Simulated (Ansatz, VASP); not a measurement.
Two plane-wave programs on TaN

```
CELL_PARAMETERS angstrom
0.00000 2.17900 2.00468
2.17900 0.00000 2.00468
2.17900 2.17900 0.00000
ATOMIC_POSITIONS crystal
Ta 0.50000 0.50000 0.50000
N 0.00000 0.00000 0.00000
```

Change from the starting cell: strain +0.000 along x and y, -0.080 along z, atoms carried along.

Alike in both runs: task single point; functional PBEsol; k mesh 18 × 18 × 18; occupations gaussian, width 0.15 eV; no spin polarisation.

```csv
,VASP,Ansatz
version,VASP 6.6.1,Ansatz 0.2.0
potentials or method,"VASP PAW PBE potentials, release 64 (Ta_pv, N), cutoff 520 eV","scalar-relativistic, plane waves, PAW"
valence electrons in the cell,16,18
```

```tsv
	VASP	Ansatz	Ansatz less VASP
gap on the k mesh at the Fermi level (eV)	none	none	-
pressure (GPa)	51.9	50.0	-1.83
traceless stress, the component that is largest in VASP (GPa)	61.67	60.96	-0.715
```

VASP's potentials were made for PBE, not for PBEsol. A gap of «none» marks a metal or a gap that the smearing closes. Both programs put the cell under a high pressure, so it lies far from rest at this level. With one functional, cell and mesh, what is left measures potentials, basis and numerics. VASP's potentials hold 16 valence electrons a cell and Ansatz's 18, so a difference there can come from the potentials and not from the codes.

Spin-orbit coupling is off throughout.
